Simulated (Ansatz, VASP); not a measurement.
Two plane-wave programs on BN

```
B N
1.0
     2.56597    0.00000    0.00000
    -1.28298    2.22219    0.00000
     0.00000    0.00000    4.19972
B N
2 2
Cartesian
  0.0000 1.4815 -0.0022
  1.2830 0.7407 2.0977
  0.0000 1.4815 1.5729
  1.2830 0.7407 3.6728
```

Change from the starting cell: strained cell.

Alike in both runs: task relaxation of the atoms; functional PBEsol; k mesh 9 × 9 × 6; occupations gaussian, width 0.02 eV; no spin polarisation.

|  | VASP | Ansatz |
| --- | --- | --- |
| version | VASP 6.6.1 | Ansatz 0.2.0 |
| potentials or method | VASP PAW PBE potentials, release 64 (B, N), cutoff 520 eV | scalar-relativistic, plane waves, PAW |
| valence electrons in the cell | 16 | 16 |

|  | VASP | Ansatz | Ansatz less VASP |
| --- | --- | --- | --- |
| gap on the k mesh at the Fermi level, each at its own relaxed structure (eV) | 5.03 | 5.04 | +0.012 |

VASP's potentials were made for PBE, not for PBEsol, and Ansatz warns of the same on its side. Ansatz's warnings: stress scf threshold loose.
